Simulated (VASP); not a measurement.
# LiCl (Immm) in VASP: notebook

LiCl is run at these levels: r2SCAN; tasks: single point.

All numbers are computed with VASP 6.6.1; they aren't measurements. Logs are shortened: lines on timing, memory, paths and dates and some standing lists are left out, and cuts for length are marked.

### 1 The cell of the first run

The structure is orthorhombic, space group Immm (No. 71). Conventional cell: a = 3.582 Å, b = 3.672 Å, c = 5.130 Å, α = 90.00°, β = 90.00°, γ = 90.00°. Li (site symmetry mmm) has 6 Cl at 2.56 Å within 3.4 Å. Within 3.4 Å of Cl (site symmetry mmm) lie 6 Li at 2.56 Å.

### 2 Single point, r2SCAN (strain +0.0250 x Voigt [0, 0, 0, 0, 1, 0])

Input file POSCAR:

```
LiCl
1.0
    0.0320595000      2.5647600000      2.5647600000
    2.5968195000      0.0000000000      2.5968195000
    2.5647600000      2.5647600000      0.0320595000
Li Cl
1 1
Direct
    0.0000000000      0.0000000000      0.0000000000
    0.5000000000      0.5000000000      0.5000000000
```

Input file INCAR.step1:

```
ALGO = Normal
EDIFF = 1E-4
ENCUT = 520
GGA = PE
ISMEAR = 0
LASPH = T
LCHARG = F
LREAL = F
LWAVE = T
NBANDS = 12
NELM = 100
PREC = Accurate
SIGMA = 0.05
```

Input file INCAR.step2:

```
ALGO = Normal
EDIFF = 1E-6
ENCUT = 520
ISIF = 2
ISMEAR = 0
ISTART = 1
LASPH = T
LCHARG = T
LELF = T
LMIXTAU = T
LREAL = F
LVHAR = T
LWAVE = F
METAGGA = R2SCAN
NBANDS = 12
NELM = 100
PREC = Accurate
SIGMA = 0.05
```

Input file KPOINTS:

```
k-points
0
Gamma
  8 8 8
```

Potentials or basis: VASP PAW PBE potentials, release 64 (Li_sv, Cl).

Launch:

```console
$ cat potpaw_PBE.64/Li_sv/POTCAR potpaw_PBE.64/Cl/POTCAR > POTCAR
$ cp INCAR.step1 INCAR
$ mpirun -np 1 vasp_std > vasp.out
$ cp INCAR.step2 INCAR
$ mpirun -np 1 vasp_std > vasp.out
```

OUTCAR:

```text
EDIFF = 1E-6
   ENCUT = 520
   ISIF = 2
   ISMEAR = 0
   ISTART = 1
   LASPH = T
   LREAL = F
   METAGGA = R2SCAN
   NELM = 100
   PREC = Accurate

 ion  position               nearest neighbor table
   1  0.000  0.000  0.000-   2 2.56   2 2.56   2 2.56   2 2.56   2 2.56   2 2.56
   2  0.500  0.500  0.500-   1 2.56   1 2.56   1 2.56   1 2.56   1 2.56   1 2.56

  LATTYP: Found a body centered orthorhombic cell.
 ALAT       =     3.5817793965
 B/A-ratio  =     1.0253164557
 C/A-ratio  =     1.4321149999

  Lattice vectors:

 A1 = (   0.0320595000,  -2.5647600000,   2.5647600000)
 A2 = (  -0.0320595000,  -2.5647600000,  -2.5647600000)
 A3 = (   2.5647600000,   2.5647600000,   0.0320595000)

Analysis of symmetry for initial positions (statically):
=====================================================================
 Subroutine PRICEL returns:
 Original cell was already a primitive cell.

 Routine SETGRP: Setting up the symmetry group for a
 body centered orthorhombic supercell.

 Subroutine GETGRP returns: Found  8 space group operations
 (whereof  8 operations were pure point group operations)
 out of a pool of  8 trial point group operations.

The static configuration has the point symmetry D_2h.

Analysis of symmetry for dynamics (positions and initial velocities):
=====================================================================
 Subroutine PRICEL returns:
 Original cell was already a primitive cell.

 Routine SETGRP: Setting up the symmetry group for a
 body centered orthorhombic supercell.

 Subroutine GETGRP returns: Found  8 space group operations
 (whereof  8 operations were pure point group operations)
 out of a pool of  8 trial point group operations.

The dynamic configuration has the point symmetry D_2h.

 Subroutine INISYM returns: Found  8 space group operations
 (whereof  8 operations are pure point group operations),
 and found     1 'primitive' translations

----------------------------------------------------------------------------------------

                                     Primitive cell

  volume of cell :      33.7367

  direct lattice vectors                    reciprocal lattice vectors
     0.032059500  2.564760000  2.564760000    -0.197417737  0.194950015  0.197417737
     2.596819500  0.000000000  2.596819500     0.192543225 -0.194950015  0.192543225
     2.564760000  2.564760000  0.032059500     0.197417737  0.194950015 -0.197417737

  length of vectors
     3.627260058  3.672457356  3.627260058     0.340518771  0.334889974  0.340518771

  position of ions in fractional coordinates (direct lattice)
     0.000000000  0.000000000  0.000000000
     0.500000000  0.500000000  0.500000000

  ion indices of the primitive-cell ions
   primitive index   ion index
                 1           1
                 2           2

----------------------------------------------------------------------------------------

 KPOINTS: k-points

Automatic generation of k-mesh.
 Grid dimensions read from file:
 generate k-points for:    8    8    8

 Generating k-lattice:

  Cartesian coordinates                     Fractional coordinates (reciprocal lattice)
    -0.024677217  0.024368752  0.024677217     0.125000000  0.000000000  0.000000000
     0.024067903 -0.024368752  0.024067903    -0.000000000  0.125000000 -0.000000000
     0.024677217  0.024368752 -0.024677217     0.000000000  0.000000000  0.125000000

  Length of vectors
     0.042564846  0.041861247  0.042564846

  Shift w.r.t. Gamma in fractional coordinates (k-lattice)
     0.000000000  0.000000000  0.000000000

 Subroutine IBZKPT returns following result:
 ===========================================

 Found     95 irreducible k-points:

 Following reciprocal coordinates:
            Coordinates               Weight
  0.000000  0.000000  0.000000      1.000000
  0.125000  0.000000 -0.000000      4.000000
  0.250000  0.000000 -0.000000      4.000000
  0.375000  0.000000 -0.000000      4.000000
  0.500000  0.000000 -0.000000      2.000000
  0.000000  0.125000  0.000000      4.000000
[... 16 lines left out ...]
  0.125000  0.375000 -0.000000      8.000000
  0.250000  0.375000 -0.000000      8.000000
 [... further k-points ...]
   k-points           NKPTS =     95   k-points in BZ     NKDIM =     95   number of bands    NBANDS=     12
   number of dos      NEDOS =    301   number of ions     NIONS =      2
   total plane-waves  NPLWV =  21952
   dimension x,y,z NGX =    28 NGY =   28 NGZ =   28
   dimension x,y,z NGXF=    56 NGYF=   56 NGZF=   56
   ions per type =               1   1
   NGX,Y,Z   is equivalent  to a cutoff of  12.83, 12.68, 12.83 a.u.
   NGXF,Y,Z  is equivalent  to a cutoff of  25.67, 25.35, 25.67 a.u.
 SYSTEM =  unknown system
   PREC   = accura    normal or accurate (medium, high low for compatibility)
   ISTART =      1    job   : 0-new  1-cont  2-samecut
   ICHARG =      0    charge: 1-file 2-atom 10-const
   ISPIN  =      1    spin polarized calculation?
   LNONCOLLINEAR =      F non collinear calculations
   LSORBIT =      F    spin-orbit coupling
   LASPH  =      T    aspherical Exc in radial PAW
   ENCUT  =  520.0 eV  38.22 Ry    6.18 a.u.   6.74  6.83  6.74*2*pi/ulx,y,z
   NELM   =    100;   NELMIN=  2; NELMDL=  0     # of ELM steps
   EDIFF  = 0.1E-05   stopping-criterion for ELM
   LREAL  =      F    real-space projection
   EDIFFG = 0.1E-04   stopping-criterion for IOM
   NSW    =      0    number of steps for IOM
   IBRION =     -1    ionic relax: 0-MD 1-quasi-New 2-CG
   NFREE  =      0    steps in history (QN), initial steepest desc. (CG)
   ISIF   =      2    stress and relaxation
   ISYM   =      2    0-nonsym 1-usesym 2-fastsym
   POTIM  = 0.5000    time-step for ionic-motion
   TEBEG  =    0.0;   TEEND  =   0.0 temperature during run
   PSTRESS=    0.0 pullay stress
   NELECT =      10.0000    total number of electrons
   NUPDOWN=      -1.0000    fix difference up-down
   EMIN   =  10.00;   EMAX   =-10.00  energy-range for DOS
   EFERMI =   0.00;   METHOD = LEGACY
   ISMEAR =     0;   SIGMA  =   0.05  broadening in eV -4-tet -1-fermi 0-gaus
   EFERMI_NEDOS =   21; number of points for ismear=-14 and -15
   IALGO  =     38    algorithm
   IMIX   =      4    mixing-type and parameters
     AMIX     =   0.40;   BMIX     =  1.00
     AMIX_MAG =   1.60;   BMIX_MAG =  1.00
  volume/ion in A,a.u.               =      16.87       113.83
  Fermi-wavevector in a.u.,A,eV,Ry     =   1.091543  2.062717 16.210871  1.191465
  Thomas-Fermi vector in A             =   2.227790
   LORBIT       =      0    0 simple, 1 ext, 2 COOP (PROOUT), +10 PAW based schemes
   METAGGA = R2SCAN    functional components
   LHFCALC =     F    Hartree Fock is set to
   AEXX    =    0.0000 exact exchange contribution
   IVDW    =     0    specifies the selected vdW correction
   LEPSILON=     F    determine dielectric tensor
   LRPA    =     F    only Hartree local field effects (RPA)
 non-spin polarized calculation
 Gauss-broadening in eV      SIGMA  =   0.05
  energy-cutoff  :      520.00
  volume of cell :       33.74
 maximum number of plane-waves:       922
   NGX = 13   NGY = 13   NGZ = 13

 number of electron      10.0000005 magnetization

 Free energy of the ion-electron system (eV)
  ---------------------------------------------------
  ext. energy  EPLUGINS =         0.00000000
  ---------------------------------------------------
  free energy    TOTEN  =       -12.58490992 eV

  energy without entropy =      -12.58490992  energy(sigma->0) =      -12.58490992

 E-fermi :   0.4764     XC(G=0):  -9.1635

 val. band max:        0.2705399964   @ k =   0.0000   0.0000   0.0000
 cond. band min:       7.4838013965   @ k =   0.0000   0.0000   0.0000
 fundamental gap:      7.2132614001
 Fermi energy:         0.4764395774

 k-point     1 :       0.0000    0.0000    0.0000
  band No.  band energies     occupation
      1     -44.6272      2.00000
      2     -13.7934      2.00000
      3       0.1149      2.00000
      4       0.1892      2.00000
      5       0.2705      2.00000
      6       7.4838      0.00000
      7      12.6474      0.00000
      8      12.8585      0.00000
      9      13.0659      0.00000
     10      15.5729      0.00000
     11      15.5799      0.00000
     12      16.0099      0.00000

 k-point     2 :       0.1250    0.0000   -0.0000
  band No.  band energies     occupation
      1     -44.6268      2.00000
      2     -13.7131      2.00000
      3      -0.2844      2.00000
      4       0.0726      2.00000
      5       0.1682      2.00000
      6       7.9274      0.00000
      7      12.2121      0.00000
      8      12.6631      0.00000
      9      12.8943      0.00000
     10      14.0659      0.00000
     11      14.1862      0.00000
     12      16.4513      0.00000

 k-point     3 :       0.2500    0.0000   -0.0000
  band No.  band energies     occupation
      1     -44.6258      2.00000
      2     -13.5083      2.00000
      3      -1.3584      2.00000
      4      -0.0243      2.00000
      5       0.0531      2.00000
      6       8.2548      0.00000
      7      11.5957      0.00000
      8      11.7378      0.00000
      9      12.1562      0.00000
     10      14.8028      0.00000
     11      15.0680      0.00000
     12      16.9851      0.00000

 k-point     4 :       0.3750    0.0000   -0.0000
  band No.  band energies     occupation
      1     -44.6248      2.00000
      2     -13.2859      2.00000
      3      -2.2822      2.00000
      4      -0.1139      2.00000
      5      -0.0524      2.00000
      6       7.8744      0.00000
      7      10.6628      0.00000
      8      10.8175      0.00000
      9      13.5551      0.00000
     10      16.6489      0.00000
     11      16.9479      0.00000
     12      17.6328      0.00000

 k-point     5 :       0.5000    0.0000   -0.0000
  band No.  band energies     occupation
      1     -44.6244      2.00000
      2     -13.1877      2.00000
      3      -2.6386      2.00000
      4      -0.1491      2.00000
      5      -0.0940      2.00000
      6       7.6577      0.00000
      7      10.3377      0.00000
      8      10.4989      0.00000
      9      14.5084      0.00000
     10      18.1192      0.00000
     11      18.2368      0.00000
     12      18.3959      0.00000
[... 228 lines left out ...]
      1     -44.6254      2.00000
      2     -13.3964      2.00000
      3      -1.7391      2.00000
      4      -0.4501      2.00000
      5       0.0818      2.00000
      6       8.7599      0.00000
      7      11.2680      0.00000
      8      11.3150      0.00000
      9      12.1220      0.00000
     10      14.6388      0.00000
     11      17.1434      0.00000
     12      17.8736      0.00000

 k-point    22 :       0.0000    0.3750    0.0000
  band No.  band energies     occupation
      1     -44.6251      2.00000
      2     -13.3225      2.00000
      3      -2.3186      2.00000
      4      -0.0407      2.00000
      5       0.0280      2.00000
      6       7.9901      0.00000
      7      10.8296      0.00000
      8      10.9877      0.00000
      9      13.3633      0.00000
     10      16.6165      0.00000
     11      16.9337      0.00000
     12      17.7556      0.00000

 k-point    23 :       0.1250    0.3750   -0.0000
  band No.  band energies     occupation
      1     -44.6251      2.00000
      2     -13.3299      2.00000
      3      -2.0237      2.00000
      4      -0.2654      2.00000
      5      -0.2163      2.00000
      6       8.7493      0.00000
      7      10.6945      0.00000
      8      11.7773      0.00000
      9      12.1691      0.00000
     10      15.4222      0.00000
     11      17.3167      0.00000
     12      18.4733      0.00000

 k-point    24 :       0.2500    0.3750   -0.0000
  band No.  band energies     occupation
      1     -44.6248      2.00000
      2     -13.2408      2.00000
      3      -1.9296      2.00000
      4      -0.6934      2.00000
      5      -0.5518      2.00000
      6       9.5984      0.00000
      7      10.2933      0.00000
      8      11.1530      0.00000
      9      13.3949      0.00000
     10      14.7336      0.00000
     11      17.7101      0.00000
     12      19.7884      0.00000

 [... further k-points ...]
[... 5 lines left out ...]
  --------------------------------------------------------------------------------------
  -------------------------------------------------------------------------------------
  Total       -0.1800087     -0.1862418     -0.1800087      0.0000000      0.0000000     -0.1508897
  in kB       -8.5487328     -8.8447474     -8.5487328      0.0000000      0.0000000     -7.1658502
  external PRESSURE =      -8.6474043 kB  Pullay stress =       0.0000000 kB

 VOLUME and BASIS-vectors are now :
 -----------------------------------------------------------------------------
  energy-cutoff  :      520.00
  volume of cell :       33.74
      direct lattice vectors                 reciprocal lattice vectors
     0.032059500  2.564760000  2.564760000    -0.197417737  0.194950015  0.197417737
     2.596819500  0.000000000  2.596819500     0.192543225 -0.194950015  0.192543225
     2.564760000  2.564760000  0.032059500     0.197417737  0.194950015 -0.197417737

 POSITION                                       TOTAL-FORCE (eV/Angst)
 -----------------------------------------------------------------------------------
      0.00000      0.00000      0.00000        -0.000000     -0.000000     -0.000000
      2.59682      2.56476      2.59682         0.000000      0.000000      0.000000
 -----------------------------------------------------------------------------------
    total drift:                                0.000000      0.000000      0.000000

  FREE ENERGIE OF THE ION-ELECTRON SYSTEM (eV)
  ---------------------------------------------------
  free  energy   TOTEN  =       -12.5849099168 eV

  energy  without entropy=      -12.5849099168  energy(sigma->0) =      -12.58490992
```

Wall time 2.5 min (1 thread of Intel Xeon Platinum 8259CL at 2.50GHz (Skylake/Cascade Lake), shared host); peak memory 0.18 GiB.

Results:

| Quantity | Value |
| --- | --- |
| Free energy | -12.5849 eV |
| Band gap on the k mesh | 7.21 eV, direct |

Caveat: the cell differs from its parent crystal (strain +0.0250 x Voigt [0, 0, 0, 0, 1, 0]); the cutoff is under 1.25 times the usual one of these potentials, so pressure, stress and relaxed cells hold a basis-set (Pulay) error; the PAW data sets were made with another functional, which shifts forces and pressure a little.

### 3 Single point, r2SCAN (strain +0.0150 x Voigt [0, 0, 0, 0, 1, 0])

Input file POSCAR:

```
LiCl
1.0
    0.0192357000      2.5647600000      2.5647600000
    2.5839957000      0.0000000000      2.5839957000
    2.5647600000      2.5647600000      0.0192357000
Li Cl
1 1
Direct
    0.0000000000      0.0000000000      0.0000000000
    0.5000000000      0.5000000000      0.5000000000
```

Input file INCAR.step1:

```
SYSTEM = LiCl
ALGO = Normal ; EDIFF = 1E-4
ENCUT = 520 ; GGA = PE
ISMEAR = 0 ; LASPH = .True.
LCHARG = .False. ; LREAL = .False.
LWAVE = .True. ; NBANDS = 12
NELM = 100 ; PREC = Accurate
SIGMA = 0.05
```

Input file INCAR.step2:

```
SYSTEM = LiCl
ALGO = Normal ; EDIFF = 1E-7
ENCUT = 520 ; ISIF = 2
ISMEAR = 0 ; ISTART = 1
LASPH = .True. ; LCHARG = .True.
LELF = .True. ; LMIXTAU = .True.
LREAL = .False. ; LVHAR = .True.
LWAVE = .False. ; METAGGA = R2SCAN
NBANDS = 12 ; NELM = 100
PREC = Accurate ; SIGMA = 0.05
```

Input file KPOINTS:

```
k-points
0
Gamma
  8 8 8
  0 0 0
```

Potentials or basis: VASP PAW PBE potentials, release 64 (Li_sv, Cl).

Launch:

```console
$ cat potpaw_PBE.64/Li_sv/POTCAR potpaw_PBE.64/Cl/POTCAR > POTCAR
$ cp INCAR.step1 INCAR
$ mpirun -np 1 vasp_std > vasp.out
$ cp INCAR.step2 INCAR
$ mpirun -np 1 vasp_std > vasp.out
```

It took 2.9 min on 1 thread of Intel Xeon Platinum 8259CL at 2.50GHz (Skylake/Cascade Lake), shared host; peak memory 0.17 GiB.

It converged, with:

```yaml
Free_energy: -12.5861 eV
Band_gap_on_the_k_mesh: 7.25 eV, direct
```

Levels at points of the mesh, in eV from the valence-band top:
```csv
k point,band 2,band 3,band 4,band 5,band 6,band 7,band 8,band 9
"(0.00, 0.00, 0.00)",-14.03,-0.09,-0.05,0.00,7.25,12.49,12.62,12.74
"(0.50, 0.00, 0.00)",-13.44,-2.88,-0.36,-0.33,7.45,10.16,10.26,14.23
"(0.00, 0.50, 0.00)",-13.46,-2.90,-0.31,-0.28,7.53,10.27,10.37,14.09
"(0.50, 0.50, 0.00)",-13.20,-2.98,-1.17,-1.17,8.72,8.88,13.52,15.37
"(0.50, 0.00, 0.50)",-13.20,-2.98,-1.24,-1.10,8.68,8.92,13.52,15.34
```

Caveat: the cell differs from its parent crystal (strain +0.0150 x Voigt [0, 0, 0, 0, 1, 0]); the cutoff is under 1.25 times the usual one of these potentials, so pressure, stress and relaxed cells hold a basis-set (Pulay) error; the PAW data sets were made with another functional, which shifts forces and pressure a little.

### 4 Single point, r2SCAN (strain +0.0050 x Voigt [0, 0, 0, 0, 1, 0])

Input file POSCAR:

```
LiCl
1.0
    0.0064119000      2.5647600000      2.5647600000
    2.5711719000      0.0000000000      2.5711719000
    2.5647600000      2.5647600000      0.0064119000
Li Cl
1 1
Direct
    0.0000000000      0.0000000000      0.0000000000
    0.5000000000      0.5000000000      0.5000000000
```

Input file INCAR.step1:

```
ALGO = Normal ; EDIFF = 1E-4
ENCUT = 520 ; GGA = PE
ISMEAR = 0 ; LASPH = True
LCHARG = False ; LREAL = False
LWAVE = True ; NBANDS = 12
NELM = 80 ; PREC = Accurate
SIGMA = 0.05
```

Input file INCAR.step2:

```
ALGO = Normal ; EDIFF = 1E-6
ENCUT = 520 ; ISIF = 2
ISMEAR = 0 ; ISTART = 1
LASPH = True ; LCHARG = False
LMIXTAU = True ; LREAL = False
LWAVE = False ; METAGGA = R2SCAN
NBANDS = 12 ; NELM = 80
PREC = Accurate ; SIGMA = 0.05
```

Input file KPOINTS:

```
k-points
0
Gamma
  8 8 8
```

Launch:

```console
$ cat potpaw_PBE.64/Li_sv/POTCAR potpaw_PBE.64/Cl/POTCAR > POTCAR
$ cp INCAR.step1 INCAR
$ mpirun -np 1 vasp_std > vasp.out
$ cp INCAR.step2 INCAR
$ mpirun -np 1 vasp_std > vasp.out
```

Run time: 2.5 min. Hardware: 1 thread of Intel Xeon Platinum 8259CL at 2.50GHz (Skylake/Cascade Lake), shared host; peak memory 0.18 GiB.

Results (log left out):

```yaml
Free_energy: -12.5867 eV
Band_gap_on_the_k_mesh: 7.28 eV, direct
```

Levels at points of the mesh, in eV from the valence-band top:
| k point | band 3 | band 4 | band 5 | band 6 | band 7 | band 8 |
| --- | --- | --- | --- | --- | --- | --- |
| (0.00, 0.00, 0.00) | -0.03 | -0.02 | 0.00 | 7.28 | 12.61 | 12.65 |
| (0.50, 0.00, 0.00) | -2.85 | -0.30 | -0.29 | 7.51 | 10.26 | 10.30 |
| (0.00, 0.50, 0.00) | -2.86 | -0.29 | -0.28 | 7.53 | 10.30 | 10.33 |
| (0.50, 0.50, 0.00) | -2.95 | -1.14 | -1.14 | 8.75 | 8.91 | 13.56 |
| (0.50, 0.00, 0.50) | -2.95 | -1.16 | -1.12 | 8.75 | 8.92 | 13.56 |

Caveat: the cell differs from its parent crystal (strain +0.0050 x Voigt [0, 0, 0, 0, 1, 0]); the cutoff is under 1.25 times the usual one of these potentials, so pressure, stress and relaxed cells hold a basis-set (Pulay) error; the PAW data sets were made with another functional, which shifts forces and pressure a little.

### 5 Summary

| cell | gap on the mesh (eV) |
| --- | --- |
| a = 3.627, b = 3.672 Å, angles 59.6, 59.2, 59.6°, 2 atoms | 7.21 |
| a = 3.627, b = 3.654 Å, angles 59.8, 59.5, 59.8°, 2 atoms | 7.25 |
| a = 3.627, b = 3.636 Å, angles 59.9, 59.8, 59.9°, 2 atoms | 7.28 |

Alike in all rows: task single point; level r2SCAN; potentials or basis VASP PAW PBE potentials, release 64 (Li_sv, Cl); no spin polarisation; k mesh 8 × 8 × 8; cutoff (eV) 520; smearing gaussian 0.05 eV.

Caveats: the cutoff is under 1.25 times the usual one of these potentials, so pressure, stress and relaxed cells hold a basis-set (Pulay) error; the PAW data sets were made with another functional, which shifts forces and pressure a little.

Total energies depend on the potentials used, so only differences within one code and one set of settings carry meaning.
